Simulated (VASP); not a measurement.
Here is a VASP 6.6.1 calculation.

File INCAR:

```
  ALGO = Normal
  EDIFF = 1E-7
  ENCUT = 520
  GGA = PE
  ISIF = 2
  ISMEAR = 0
  LASPH = T
  LCHARG = F
  LREAL = F
  LWAVE = F
  NBANDS = 12
  NELM = 80
  PREC = Accurate
  SIGMA = 0.1
```

Contents of KPOINTS:

```
k-points
0
Gamma
  9 9 9
```

Contents of POSCAR:

```
Zr
1.0
    0.0000000000      2.2398653158      2.2398653158
    2.2398653158      0.0000000000      2.2398653158
    2.2398653158      2.2398653158      0.0000000000
Zr
1
Direct
    0.0000000000      0.0000000000      0.0000000000
```

Potentials or basis: VASP PAW PBE potentials, release 64 (Zr_sv).

The run is started by

```console
$ cat potpaw_PBE.64/Zr_sv/POTCAR > POTCAR
$ mpirun -np 1 vasp_std > vasp.out
```

Task: What does it give for the band gap on the k mesh?

Result: Zero (band 6 reaches 10.28 eV, above the bottom of band 7 at 8.70 eV).

Task: Predict the pressure.

Result: 3.3 GPa.
